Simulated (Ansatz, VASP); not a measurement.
LaZr4O3: VASP beside Ansatz

```
La Zr O
1.0
     3.32854    0.00088   -0.00127
    -1.66349    2.88050    0.00135
    -0.00544    0.00343   13.62651
La Zr O
1 4 3
Cartesian
  0.0000 0.0001 0.0000
  -0.0030 1.9211 8.1145
  1.6626 0.9635 5.5120
  -0.0005 1.9199 2.9331
  1.6601 0.9649 10.6934
  -0.0027 0.0017 6.8132
  -0.0045 1.9246 11.9684
  1.6642 0.9603 1.6583
```

Change from the starting cell: cell x1, atoms moved at random (sigma 0.1 Å) and cell strained at random (1.5 %), then relaxed without symmetry.

Alike in both runs: functional PBE; k mesh 6 × 6 × 2; occupations gaussian, width 0.2 eV; no spin polarisation.

Ansatz relaxed the structure, and its values are those at the end. VASP's run is a single point on that final structure, the one shown.

|  | VASP | Ansatz |
| --- | --- | --- |
| version | VASP 6.6.1 | Ansatz 0.2.0 |
| potentials or method | VASP PAW PBE potentials, release 64 (La, Zr_sv, O), cutoff 520 eV | scalar-relativistic, plane waves, PAW |
| valence electrons in the cell | 77 | 77 |

VASP gave:

| Item | Value |
| --- | --- |
| gap on the k mesh at the Fermi level (eV) | none |
| pressure (GPa) | 0.1 |
| rms of the force components (eV/Å) | 0.015 |

Problem. Which values does Ansatz return?

Solution. gap on the k mesh at the Fermi level (eV): none; pressure (GPa): 0.0; rms of the force components (eV/Å): 0.001.

A gap of «none» marks a metal or a gap that the smearing closes. With one functional, cell and mesh, what is left measures potentials, basis and numerics.

The k mesh is coarse, so the values compare programs but aren't converged. Neither program's run includes spin-orbit coupling.
